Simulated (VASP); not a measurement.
Co:

```
CELL_PARAMETERS angstrom
2.20665 0.00000 0.00000
-1.10332 1.91101 0.00000
0.00000 0.00000 3.55947
ATOMIC_POSITIONS crystal
Co 0.66667 0.33333 0.25000
Co 0.33333 0.66667 0.75000
```

Base run:

| Item | Value |
| --- | --- |
| Program | VASP 6.6.1 |
| Functional | LDA |
| Potentials or basis | VASP PAW LDA potentials, release 64 (Co) |
| Cutoff | 520 eV |
| k mesh | 24 × 24 × 12 |
| Occupations | gaussian, width 0.15 eV |
| Spin | collinear spin, ferromagnetic start |
| Starting moments | [0.275, 0.275] μB |
| Fixed moment | 0.55 μB |

Its results: pressure 136.6 GPa; site moments Co +0.27 μB.

The run is repeated on the same cell with these changes: fixed moment from 0.55 μB to 2.75 μB; moments at the start from [0.28, 0.28] to [1.38, 1.38]. What comes out?

Pressure 155.1 GPa; site moments Co +1.33 μB.

Caveats: the total moment is fixed, so each spin has its own Fermi level.
